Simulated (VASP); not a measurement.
# Hf (P6_3/mmc) in VASP: further runs

The runs below take Hf through single point, with PBEsol.

Everything below comes from runs of VASP 6.6.1. Logs are shortened: lines on timing, memory, paths and dates and some standing lists are left out, and cuts for length are marked.

## (1) The cell of the first run

It takes space group P6_3/mmc (No. 194, hexagonal). The conventional cell has a = 2.952 Å, b = 2.952 Å, c = 4.725 Å, α = 90.00°, β = 90.00°, γ = 120.00°. Within 3.8 Å of Hf (site symmetry -6m2) lie 12 Hf at 2.91 to 2.95 Å.

## (2) Single point, PBEsol

File INCAR:

```
  ALGO = Normal
  EDIFF = 1E-6
  ENCUT = 520
  GGA = PS
  ISIF = 2
  ISMEAR = -1
  LASPH = T
  LCHARG = T
  LELF = T
  LREAL = F
  LVHAR = T
  LWAVE = F
  NBANDS = 17
  NELM = 100
  PREC = Accurate
  SIGMA = 0.05
```

File KPOINTS:

```
k-points
0
Gamma
  10 10 5
```

File POSCAR:

```
Hf
1.0
    2.9517396465      0.0000000000      0.0000000000
   -1.4758698232      2.5562815192      0.0000000000
    0.0000000000      0.0000000000      4.7254027510
Hf
2
Direct
    0.6666666667      0.3333333333      0.7500000000
    0.3333333333      0.6666666667      0.2500000000
```

Potentials or basis: VASP PAW PBE potentials, release 64 (Hf_pv).

On the command line:

```
$ cat potpaw_PBE.64/Hf_pv/POTCAR > POTCAR
$ mpirun -np 1 vasp_std > vasp.out
```

OUTCAR:

```text
EDIFF = 1E-6
   ENCUT = 520
   GGA = PS
   ISIF = 2
   ISMEAR = -1
   LASPH = T
   LREAL = F
   NELM = 100
   PREC = Accurate

 ion  position               nearest neighbor table
   1  0.667  0.333  0.750-   2 2.91   2 2.91   2 2.91   2 2.91   2 2.91   2 2.91
   2  0.333  0.667  0.250-   1 2.91   1 2.91   1 2.91   1 2.91   1 2.91   1 2.91

  LATTYP: Found a hexagonal cell.
 ALAT       =     2.9517396465
 C/A-ratio  =     1.6008873806

  Lattice vectors:

 A1 = (   2.9517396465,   0.0000000000,   0.0000000000)
 A2 = (  -1.4758698232,   2.5562815192,   0.0000000000)
 A3 = (   0.0000000000,   0.0000000000,   4.7254027510)

Analysis of symmetry for initial positions (statically):
=====================================================================
 Subroutine PRICEL returns:
 Original cell was already a primitive cell.

 Routine SETGRP: Setting up the symmetry group for a
 hexagonal supercell.

 Subroutine GETGRP returns: Found 24 space group operations
 (whereof 12 operations were pure point group operations)
 out of a pool of 24 trial point group operations.

The static configuration has the point symmetry D_3d.
 The point group associated with its full space group is D_6h.

Analysis of symmetry for dynamics (positions and initial velocities):
=====================================================================
 Subroutine PRICEL returns:
 Original cell was already a primitive cell.

 Routine SETGRP: Setting up the symmetry group for a
 hexagonal supercell.

 Subroutine GETGRP returns: Found 24 space group operations
 (whereof 12 operations were pure point group operations)
 out of a pool of 24 trial point group operations.

The dynamic configuration has the point symmetry D_3d.
 The point group associated with its full space group is D_6h.

 Subroutine INISYM returns: Found 24 space group operations
 (whereof 12 operations are pure point group operations),
 and found     1 'primitive' translations

----------------------------------------------------------------------------------------

                                     Primitive cell

  volume of cell :      35.6554

  direct lattice vectors                    reciprocal lattice vectors
     2.951739647  0.000000000  0.000000000     0.338783267  0.195596610  0.000000000
[... 75 lines left out ...]
   NGXF,Y,Z  is equivalent  to a cutoff of  27.03, 27.03, 25.33 a.u.
 SYSTEM =  unknown system
   PREC   = accura    normal or accurate (medium, high low for compatibility)
   ISTART =      0    job   : 0-new  1-cont  2-samecut
   ICHARG =      2    charge: 1-file 2-atom 10-const
   ISPIN  =      1    spin polarized calculation?
   LNONCOLLINEAR =      F non collinear calculations
   LSORBIT =      F    spin-orbit coupling
   LASPH  =      T    aspherical Exc in radial PAW
   ENCUT  =  520.0 eV  38.22 Ry    6.18 a.u.   5.49  5.49  8.79*2*pi/ulx,y,z
   NELM   =    100;   NELMIN=  2; NELMDL= -5     # of ELM steps
   EDIFF  = 0.1E-05   stopping-criterion for ELM
   LREAL  =      F    real-space projection
   EDIFFG = 0.1E-04   stopping-criterion for IOM
   NSW    =      0    number of steps for IOM
   IBRION =     -1    ionic relax: 0-MD 1-quasi-New 2-CG
   NFREE  =      0    steps in history (QN), initial steepest desc. (CG)
   ISIF   =      2    stress and relaxation
   ISYM   =      2    0-nonsym 1-usesym 2-fastsym
   POTIM  = 0.5000    time-step for ionic-motion
   TEBEG  =    0.0;   TEEND  =   0.0 temperature during run
   PSTRESS=    0.0 pullay stress
   NELECT =      20.0000    total number of electrons
   NUPDOWN=      -1.0000    fix difference up-down
   EMIN   =  10.00;   EMAX   =-10.00  energy-range for DOS
   EFERMI =   0.00;   METHOD = LEGACY
   ISMEAR =    -1;   SIGMA  =   0.05  broadening in eV -4-tet -1-fermi 0-gaus
   EFERMI_NEDOS =   21; number of points for ismear=-14 and -15
   IALGO  =     38    algorithm
   IMIX   =      4    mixing-type and parameters
     AMIX     =   0.40;   BMIX     =  1.00
     AMIX_MAG =   1.60;   BMIX_MAG =  1.00
  volume/ion in A,a.u.               =      17.83       120.31
  Fermi-wavevector in a.u.,A,eV,Ry     =   1.350132  2.551380 24.801476  1.822857
  Thomas-Fermi vector in A             =   2.477662
   LORBIT       =      0    0 simple, 1 ext, 2 COOP (PROOUT), +10 PAW based schemes
   GGA     = PS    functional components
   LHFCALC =     F    Hartree Fock is set to
   AEXX    =    0.0000 exact exchange contribution
   IVDW    =     0    specifies the selected vdW correction
   LEPSILON=     F    determine dielectric tensor
   LRPA    =     F    only Hartree local field effects (RPA)
 non-spin polarized calculation
  energy-cutoff  :      520.00
  volume of cell :       35.66
 maximum number of plane-waves:       985
 NGX is ok and might be reduce to    24
   NGX = 11   NGY = 11   NGZ = 17

 number of electron      19.9999999 magnetization

 Free energy of the ion-electron system (eV)
  ---------------------------------------------------
  ext. energy  EPLUGINS =         0.00000000
  ---------------------------------------------------
  free energy    TOTEN  =       -20.42052904 eV

  energy without entropy =      -20.41019521  energy(sigma->0) =      -20.41536212

 E-fermi :   6.4441     XC(G=0): -12.4756

 val. band max:        6.4222715471   @ k =   0.3000   0.3000   0.4000
 cond. band min:       6.4728721585   @ k =   0.0000   0.0000   0.4000
 fundamental gap:      0.0506006114
 Fermi energy:         6.4441221179

 k-point     1 :       0.0000    0.0000    0.0000
  band No.  band energies     occupation
      1     -24.6315      2.00000
      2     -23.1088      2.00000
      3     -23.1088      2.00000
      4     -22.8690      2.00000
      5     -22.8690      2.00000
      6     -22.8687      2.00000
[... 457 lines left out ...]
      4     -23.4788      2.00000
      5     -23.2760      2.00000
      6     -23.1456      2.00000
[... 9 lines left out ...]
     16      14.0701      0.00000
     17      15.2922      0.00000

 [... further k-points ...]
[... 5 lines left out ...]
  --------------------------------------------------------------------------------------
  -------------------------------------------------------------------------------------
  Total        6.6016681      6.6016681      6.5666759      0.0000000     -0.0000000      0.0000000
  in kB      296.6461437    296.6461437    295.0737709      0.0000000     -0.0000000      0.0000000
  external PRESSURE =     296.1220195 kB  Pullay stress =       0.0000000 kB

 VOLUME and BASIS-vectors are now :
 -----------------------------------------------------------------------------
  energy-cutoff  :      520.00
  volume of cell :       35.66
      direct lattice vectors                 reciprocal lattice vectors
     2.951739647  0.000000000  0.000000000     0.338783267  0.195596610  0.000000000
    -1.475869823  2.556281519  0.000000000     0.000000000  0.391193220  0.000000000
     0.000000000  0.000000000  4.725402751     0.000000000  0.000000000  0.211622173

 POSITION                                       TOTAL-FORCE (eV/Angst)
 -----------------------------------------------------------------------------------
      1.47587      0.85209      3.54405        -0.000000      0.000000      0.000000
     -0.00000      1.70419      1.18135         0.000000     -0.000000      0.000000
 -----------------------------------------------------------------------------------
    total drift:                               -0.000000      0.000000     -0.000000

  FREE ENERGIE OF THE ION-ELECTRON SYSTEM (eV)
  ---------------------------------------------------
  free  energy   TOTEN  =       -20.4205290371 eV

  energy  without entropy=      -20.4101952125  energy(sigma->0) =      -20.41536212
```

OSZICAR:

```text
N       E                     dE             d eps       ncg     rms          rms(c)
DAV:   1     0.511559913553E+02    0.51156E+02   -0.11601E+04  1428   0.116E+03
DAV:   2    -0.193683457127E+02   -0.70524E+02   -0.68686E+02  1846   0.254E+02
DAV:   3    -0.209774335752E+02   -0.16091E+01   -0.16025E+01  1825   0.265E+01
DAV:   4    -0.209865706734E+02   -0.91371E-02   -0.91334E-02  1784   0.238E+00
DAV:   5    -0.209866352412E+02   -0.64568E-04   -0.64563E-04  1790   0.175E-01    0.761E+01
DAV:   6    -0.205825777402E+02    0.40406E+00   -0.29536E-01  1628   0.371E+00    0.453E+01
DAV:   7    -0.204265001755E+02    0.15608E+00   -0.51011E-01  1693   0.471E+00    0.195E+00
DAV:   8    -0.204204536025E+02    0.60466E-02   -0.30582E-02  1625   0.122E+00    0.264E-01
DAV:   9    -0.204205314755E+02   -0.77873E-04   -0.71479E-04  1914   0.187E-01    0.153E-01
DAV:  10    -0.204205289818E+02    0.24937E-05   -0.32622E-05  1633   0.411E-02    0.202E-01
DAV:  11    -0.204205290371E+02   -0.55322E-07   -0.46348E-06  1653   0.148E-02
   1 F= -.20420529E+02 E0= -.20415362E+02  d E =-.103338E-01
```

Run time: 47 s. Hardware: 1 thread of AMD EPYC 7R13, shared host; peak memory 0.13 GiB.

Results:

- Free energy: -20.4205 eV
- Pressure: 29.6 GPa
- Band gap on the k mesh: zero (band 10 reaches 7.63 eV, above the bottom of band 11 at 6.07 eV)

Stress tensor (GPa, compression positive):
```
29.66  0.00  0.00
 0.00 29.66  0.00
 0.00  0.00 29.51
```

Caveat: the PAW data sets were made with another functional, which shifts forces and pressure a little; spin-orbit coupling is left out, which moves the levels of the heavy elements.

## (3) Single point, PBEsol

This run uses another cell than the first one, of 18.78 Å³/atom, 1.053 times its volume.

File INCAR:

```
  PREC = Accurate
  ENCUT = 520
  EDIFF = 1E-6
  ISMEAR = -1
  SIGMA = 0.05
  LREAL = False
  LASPH = True
  NELM = 100
  ALGO = Normal
  ISIF = 2
  LWAVE = False
  LCHARG = False
  GGA = PS
  NBANDS = 17
```

File KPOINTS:

```
Automatic mesh
0
Gamma
  10 10 5
```

File POSCAR:

```
Hf
1.0
    3.0085661868      0.0000000000      0.0000000000
   -1.5042830934      2.6054947468      0.0000000000
    0.0000000000      0.0000000000      4.7917885151
Hf
2
Direct
    0.6666666667      0.3333333333      0.7500000000
    0.3333333333      0.6666666667      0.2500000000
```

Potentials or basis: VASP PAW PBE potentials, release 64 (Hf_pv).

On the command line:

```
$ cat potpaw_PBE.64/Hf_pv/POTCAR > POTCAR
$ mpirun -np 1 vasp_std > vasp.out
```

It took 49 s on 1 thread of AMD EPYC 7R13, shared host; peak memory 0.13 GiB.

It converged, with:

- Free energy: -20.7119 eV
- Pressure: 19.6 GPa
- Band gap on the k mesh: zero (band 10 reaches 7.23 eV, above the bottom of band 11 at 5.66 eV)

Stress tensor (GPa, compression positive):
```
19.68  0.00  0.00
 0.00 19.68  0.00
 0.00  0.00 19.52
```

Levels at points of the mesh, in eV from the Fermi level:
| k point | band 7 | band 8 | band 9 | band 10 | band 11 | band 12 | band 13 | band 14 |
| --- | --- | --- | --- | --- | --- | --- | --- | --- |
| (0.00, 0.00, 0.00) | -7.95 | -4.32 | 1.19 | 1.19 | 1.39 | 1.45 | 2.20 | 2.20 |
| (0.50, 0.00, 0.00) | -3.66 | -3.48 | -2.85 | -0.35 | 0.75 | 1.08 | 2.00 | 7.18 |

Caveat: the PAW data sets were made with another functional, which shifts forces and pressure a little; spin-orbit coupling is left out, which moves the levels of the heavy elements.

(Part 1 of 2 ends here.)
